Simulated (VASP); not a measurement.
# Sb in VASP: single point with PBE

Aim: the single point of Sb with PBE.

All numbers are computed with VASP 6.6.1; they aren't measurements. Logs are shortened: lines on timing, memory, paths and dates and some standing lists are left out, and cuts for length are marked.

### 1 The cell of the first run

The cell holds a sheet with vacuum, 2 atoms: a = 4.120 Å, b = 4.120 Å, c = 27.100 Å, α = 90.00°, β = 90.00°, γ = 120.00°.

### 2 Single point, PBE

Contents of INCAR:

```
SYSTEM = Sb
PREC = Accurate ; ENCUT = 400
EDIFF = 1E-6 ; ISMEAR = 0
SIGMA = 0.03 ; LREAL = .FALSE.
LASPH = .TRUE. ; NELM = 120
ALGO = Normal ; ISIF = 2
LWAVE = .FALSE. ; LCHARG = .FALSE.
LDIPOL = .TRUE. ; IDIPOL = 3
DIPOL = 0.5 0.5 0.289 ; GGA = PE
NBANDS = 12 ; GGA_COMPAT = .FALSE.
NELMDL = -8
```

Contents of KPOINTS:

```
Automatic mesh
0
G
  12 12 1
  0 0 0
```

Contents of POSCAR:

```
Sb
1.0
    4.1204333479      0.0000000000      0.0000000000
   -2.0602166740      3.5683999539      0.0000000000
    0.0000000000      0.0000000000     27.1000000030
Sb
2
Direct
    0.3333333333      0.6666666667      0.2585945617
    0.6666666667      0.3333333333      0.3188962132
```

Potentials or basis: VASP PAW PBE potentials, release 64 (Sb).

Command:

```console
$ cat potpaw_PBE.64/Sb/POTCAR > POTCAR
$ mpirun -np 1 vasp_std > vasp.out
```

OUTCAR:

```text
SYSTEM = Sb
   PREC = Accurate
   ENCUT = 400
   EDIFF = 1E-6
   ISMEAR = 0
   LREAL = .FALSE.
   LASPH = .TRUE.
   NELM = 120
   ISIF = 2
   GGA = PE
   NELMDL = -8

 ion  position               nearest neighbor table
   1  0.333  0.667  0.259-   2 2.89   2 2.89   2 2.89
   2  0.667  0.333  0.319-   1 2.89   1 2.89   1 2.89

  LATTYP: Found a hexagonal cell.
 ALAT       =     4.1204333479
 C/A-ratio  =     6.5769781270

  Lattice vectors:

 A1 = (   4.1204333479,   0.0000000000,   0.0000000000)
 A2 = (  -2.0602166740,   3.5683999539,   0.0000000000)
 A3 = (   0.0000000000,   0.0000000000,  27.1000000030)

Analysis of symmetry for initial positions (statically):
=====================================================================
 Subroutine PRICEL returns:
 Original cell was already a primitive cell.

 Routine SETGRP: Setting up the symmetry group for a
 hexagonal supercell.

 Subroutine GETGRP returns: Found 12 space group operations
 (whereof  6 operations were pure point group operations)
 out of a pool of 24 trial point group operations.

The static configuration has the point symmetry C_3v.
 The point group associated with its full space group is D_3d.

Analysis of symmetry for dynamics (positions and initial velocities):
=====================================================================
 Subroutine PRICEL returns:
 Original cell was already a primitive cell.

 Routine SETGRP: Setting up the symmetry group for a
 hexagonal supercell.

 Subroutine GETGRP returns: Found 12 space group operations
 (whereof  6 operations were pure point group operations)
 out of a pool of 24 trial point group operations.

The dynamic configuration has the point symmetry C_3v.
 The point group associated with its full space group is D_3d.

 Subroutine INISYM returns: Found 12 space group operations
 (whereof  6 operations are pure point group operations),
 and found     1 'primitive' translations

----------------------------------------------------------------------------------------

                                     Primitive cell

  volume of cell :     398.4609

  direct lattice vectors                    reciprocal lattice vectors
     4.120433348  0.000000000  0.000000000     0.242692920  0.140118823  0.000000000
    -2.060216674  3.568399954  0.000000000     0.000000000  0.280237645  0.000000000
     0.000000000  0.000000000 27.100000003     0.000000000  0.000000000  0.036900369

  length of vectors
     4.120433348  4.120433348 27.100000003     0.280237645  0.280237645  0.036900369

  position of ions in fractional coordinates (direct lattice)
     0.333333333  0.666666667  0.258594562
     0.666666667  0.333333333  0.318896213

  ion indices of the primitive-cell ions
   primitive index   ion index
                 1           1
                 2           2

----------------------------------------------------------------------------------------

 KPOINTS: Automatic mesh

Automatic generation of k-mesh.
 Grid dimensions read from file:
 generate k-points for:   12   12    1

 Generating k-lattice:

  Cartesian coordinates                     Fractional coordinates (reciprocal lattice)
     0.020224410  0.011676569  0.000000000     0.083333333  0.000000000  0.000000000
     0.000000000  0.023353137  0.000000000     0.000000000  0.083333333  0.000000000
     0.000000000  0.000000000  0.036900369     0.000000000  0.000000000  1.000000000

  Length of vectors
     0.023353137  0.023353137  0.036900369

  Shift w.r.t. Gamma in fractional coordinates (k-lattice)
     0.000000000  0.000000000  0.000000000

 Subroutine IBZKPT returns following result:
 ===========================================

 Found     19 irreducible k-points:

 Following reciprocal coordinates:
            Coordinates               Weight
  0.000000  0.000000  0.000000      1.000000
  0.083333 -0.000000  0.000000      6.000000
  0.166667 -0.000000  0.000000      6.000000
  0.250000 -0.000000  0.000000      6.000000
  0.333333  0.000000  0.000000      6.000000
  0.416667 -0.000000  0.000000      6.000000
[... 11 lines left out ...]
  0.333333  0.250000  0.000000     12.000000
  0.333333  0.333333  0.000000      2.000000
   k-points           NKPTS =     19   k-points in BZ     NKDIM =     19   number of bands    NBANDS=     12
   number of dos      NEDOS =    301   number of ions     NIONS =      2
   total plane-waves  NPLWV = 141120
   dimension x,y,z NGX =    28 NGY =   28 NGZ =  180
   dimension x,y,z NGXF=    56 NGYF=   56 NGZF=  360
   ions per type =               2
   NGX,Y,Z   is equivalent  to a cutoff of  11.30, 11.30, 11.04 a.u.
   NGXF,Y,Z  is equivalent  to a cutoff of  22.59, 22.59, 22.08 a.u.
 SYSTEM =  Sb
   PREC   = accura    normal or accurate (medium, high low for compatibility)
   ISTART =      0    job   : 0-new  1-cont  2-samecut
   ICHARG =      2    charge: 1-file 2-atom 10-const
   ISPIN  =      1    spin polarized calculation?
   LNONCOLLINEAR =      F non collinear calculations
   LSORBIT =      F    spin-orbit coupling
   LASPH  =      T    aspherical Exc in radial PAW
   ENCUT  =  400.0 eV  29.40 Ry    5.42 a.u.   6.72  6.72 44.19*2*pi/ulx,y,z
   NELM   =    120;   NELMIN=  2; NELMDL= -8     # of ELM steps
   EDIFF  = 0.1E-05   stopping-criterion for ELM
   LREAL  =      F    real-space projection
   EDIFFG = 0.1E-04   stopping-criterion for IOM
   NSW    =      0    number of steps for IOM
   IBRION =     -1    ionic relax: 0-MD 1-quasi-New 2-CG
   NFREE  =      0    steps in history (QN), initial steepest desc. (CG)
   ISIF   =      2    stress and relaxation
   ISYM   =      2    0-nonsym 1-usesym 2-fastsym
   POTIM  = 0.5000    time-step for ionic-motion
   TEBEG  =    0.0;   TEEND  =   0.0 temperature during run
   PSTRESS=    0.0 pullay stress
   NELECT =      10.0000    total number of electrons
   NUPDOWN=      -1.0000    fix difference up-down
   EMIN   =  10.00;   EMAX   =-10.00  energy-range for DOS
   EFERMI =   0.00;   METHOD = LEGACY
   ISMEAR =     0;   SIGMA  =   0.03  broadening in eV -4-tet -1-fermi 0-gaus
   EFERMI_NEDOS =   21; number of points for ismear=-14 and -15
   IALGO  =     38    algorithm
   IMIX   =      4    mixing-type and parameters
     AMIX     =   0.40;   BMIX     =  1.00
     AMIX_MAG =   1.60;   BMIX_MAG =  1.00
  volume/ion in A,a.u.               =     199.23      1344.47
  Fermi-wavevector in a.u.,A,eV,Ry     =   0.479306  0.905757  3.125725  0.229734
  Thomas-Fermi vector in A             =   1.476252
   LORBIT       =      0    0 simple, 1 ext, 2 COOP (PROOUT), +10 PAW based schemes
   GGA     = PE    functional components
   LHFCALC =     F    Hartree Fock is set to
   AEXX    =    0.0000 exact exchange contribution
   IVDW    =     0    specifies the selected vdW correction
   LEPSILON=     F    determine dielectric tensor
   LRPA    =     F    only Hartree local field effects (RPA)
 non-spin polarized calculation
 Gauss-broadening in eV      SIGMA  =   0.03
  energy-cutoff  :      400.00
  volume of cell :      398.46
 maximum number of plane-waves:      7281
 NGX is ok and might be reduce to    28
   NGX = 13   NGY = 13   NGZ = 89

 dipolmoment           0.000000      0.000000      0.000001 electrons x Angstroem

 number of electron      10.0000001 magnetization

 dipolmoment           0.000000      0.000000     -0.000000 electrons x Angstroem

 Free energy of the ion-electron system (eV)
  ---------------------------------------------------
  ext. energy  EPLUGINS =         0.00000000
  ---------------------------------------------------
  free energy    TOTEN  =        -8.10617231 eV

  energy without entropy =       -8.10617231  energy(sigma->0) =       -8.10617231

 E-fermi :  -3.0088     XC(G=0):  -1.9861

 val. band max:       -3.1459909381   @ k =   0.0000   0.0000   0.0000
 cond. band min:      -1.8331949481   @ k =   0.3333   0.0000   0.0000
 fundamental gap:      1.3127959900
 Fermi energy:        -3.0088246416

 k-point     1 :       0.0000    0.0000    0.0000
  band No.  band energies     occupation
      1     -14.3988      2.00000
      2      -9.3889      2.00000
      3      -3.6837      2.00000
      4      -3.1460      2.00000
      5      -3.1460      2.00000
      6      -1.5855      0.00000
      7      -0.3381      0.00000
      8      -0.3381      0.00000
      9       1.1913      0.00000
     10       1.4515      0.00000
     11       1.8973      0.00000
     12       2.1935      0.00000

 k-point     2 :       0.0833   -0.0000    0.0000
  band No.  band energies     occupation
      1     -14.3253      2.00000
      2      -9.3878      2.00000
      3      -3.8686      2.00000
      4      -3.6523      2.00000
      5      -3.3146      2.00000
      6      -1.0788      0.00000
      7      -0.4320      0.00000
      8      -0.1731      0.00000
      9       1.2885      0.00000
     10       1.5349      0.00000
     11       1.9786      0.00000
     12       2.2770      0.00000

 k-point     3 :       0.1667   -0.0000    0.0000
  band No.  band energies     occupation
      1     -14.1071      2.00000
      2      -9.4195      2.00000
      3      -4.9265      2.00000
      4      -3.6896      2.00000
      5      -3.5918      2.00000
      6      -1.3498      0.00000
      7       0.1499      0.00000
      8       0.1502      0.00000
      9       1.5283      0.00000
     10       1.7755      0.00000
     11       2.2125      0.00000
     12       2.5163      0.00000

 k-point     4 :       0.2500   -0.0000    0.0000
  band No.  band energies     occupation
      1     -13.7530      2.00000
      2      -9.5907      2.00000
      3      -5.7383      2.00000
      4      -4.0881      2.00000
      5      -3.6298      2.00000
      6      -1.7631      0.00000
      7       0.3326      0.00000
      8       0.3835      0.00000
      9       1.7892      0.00000
     10       2.1515      0.00000
     11       2.5958      0.00000
     12       2.8835      0.00000

 k-point     5 :       0.3333    0.0000    0.0000
  band No.  band energies     occupation
      1     -13.2859      2.00000
      2     -10.0075      2.00000
      3      -6.1135      2.00000
      4      -4.4130      2.00000
      5      -3.9221      2.00000
      6      -1.8332      0.00000
      7      -0.0410      0.00000
      8       0.4618      0.00000
      9       2.2714      0.00000
     10       2.3678      0.00000
     11       3.0425      0.00000
     12       3.3737      0.00000
[... 153 lines left out ...]
      1     -12.2610      2.00000
      2     -11.0289      2.00000
      3      -6.2290      2.00000
      4      -5.2056      2.00000
      5      -4.5586      2.00000
      6      -1.0440      0.00000
      7      -0.1999      0.00000
      8       0.1762      0.00000
      9       2.3769      0.00000
     10       4.0279      0.00000
     11       4.1772      0.00000
     12       4.3084      0.00000

 k-point    17 :       0.2500    0.2500    0.0000
  band No.  band energies     occupation
      1     -12.5926      2.00000
      2     -10.6316      2.00000
      3      -6.1496      2.00000
      4      -5.6011      2.00000
      5      -4.1599      2.00000
      6      -1.0859      0.00000
      7      -0.3436      0.00000
      8       0.7515      0.00000
      9       2.9794      0.00000
     10       3.2135      0.00000
     11       3.6639      0.00000
     12       3.6802      0.00000

 k-point    18 :       0.3333    0.2500    0.0000
  band No.  band energies     occupation
      1     -12.0967      2.00000
      2     -11.1297      2.00000
      3      -6.4708      2.00000
      4      -5.2461      2.00000
      5      -4.5474      2.00000
      6      -1.3881      0.00000
      7       0.1179      0.00000
      8       0.5730      0.00000
      9       3.1260      0.00000
     10       3.7097      0.00000
     11       3.9738      0.00000
     12       4.3119      0.00000

 k-point    19 :       0.3333    0.3333    0.0000
  band No.  band energies     occupation
      1     -11.6031      2.00000
      2     -11.6031      2.00000
      3      -6.6399      2.00000
      4      -4.8895      2.00000
      5      -4.8895      2.00000
      6      -1.5836      0.00000
      7       0.4860      0.00000
      8       0.4860      0.00000
      9       3.4950      0.00000
     10       4.1321      0.00000
     11       4.1321      0.00000
     12       4.6017      0.00000

------------------------ aborting loop because EDIFF is reached ----------------------------------------

 vacuum level on the upper side and lower side of the slab       (xc-potential included)        -0.008        -0.008

  FORCE on cell =-STRESS in cart. coord.  units (eV):
  Direction    XX          YY          ZZ          XY          YZ          ZX
  --------------------------------------------------------------------------------------
  -------------------------------------------------------------------------------------
  Total        0.0483930      0.0483930      0.1395031     -0.0000000      0.0000000      0.0000000
  in kB        0.1945841      0.1945841      0.5609300     -0.0000000      0.0000000      0.0000000
  external PRESSURE =       0.3166994 kB  Pullay stress =       0.0000000 kB

 VOLUME and BASIS-vectors are now :
 -----------------------------------------------------------------------------
  energy-cutoff  :      400.00
  volume of cell :      398.46
      direct lattice vectors                 reciprocal lattice vectors
     4.120433348  0.000000000  0.000000000     0.242692920  0.140118823  0.000000000
    -2.060216674  3.568399954  0.000000000     0.000000000  0.280237645  0.000000000
     0.000000000  0.000000000 27.100000003     0.000000000  0.000000000  0.036900369

 POSITION                                       TOTAL-FORCE (eV/Angst)
 -----------------------------------------------------------------------------------
     -0.00000      2.37893      7.00791         0.000000      0.000000     -0.088596
      2.06022      1.18947      8.64209        -0.000000      0.000000      0.088596
 -----------------------------------------------------------------------------------
    total drift:                               -0.000000     -0.000000     -0.000003

  FREE ENERGIE OF THE ION-ELECTRON SYSTEM (eV)
  ---------------------------------------------------
  free  energy   TOTEN  =        -8.1061723131 eV

  energy  without entropy=       -8.1061723131  energy(sigma->0) =       -8.10617231

 vacuum level on the upper side and lower side of the slab         1.716         1.716
```

Wall time 80 s (1 thread of AMD EPYC 7R43 (Zen 3), shared host); peak memory 0.31 GiB.

What came out:

```
Free energy            : -8.1062 eV
Largest force          : 0.089 eV/Å
Band gap on the k mesh : 1.31 eV, indirect (least direct gap 1.56 eV)
```

Forces in eV/Å, atoms in the order of the input:
```
Sb   0.000  0.000 -0.089
Sb   0.000  0.000  0.089
```

Levels at points of the mesh, in eV from the valence-band top:
```csv
k point,band 1,band 2,band 3,band 4,band 5,band 6,band 7,band 8,band 9,band 10
"(0.00, 0.00, 0.00)",-11.25,-6.24,-0.54,0.00,0.00,1.56,2.81,2.81,4.34,4.60
"(0.50, 0.00, 0.00)",-9.34,-7.75,-2.90,-1.55,-1.41,1.65,2.51,3.59,5.12,6.85
```

Caveat: spin-orbit coupling is left out, which moves the levels of the heavy elements.
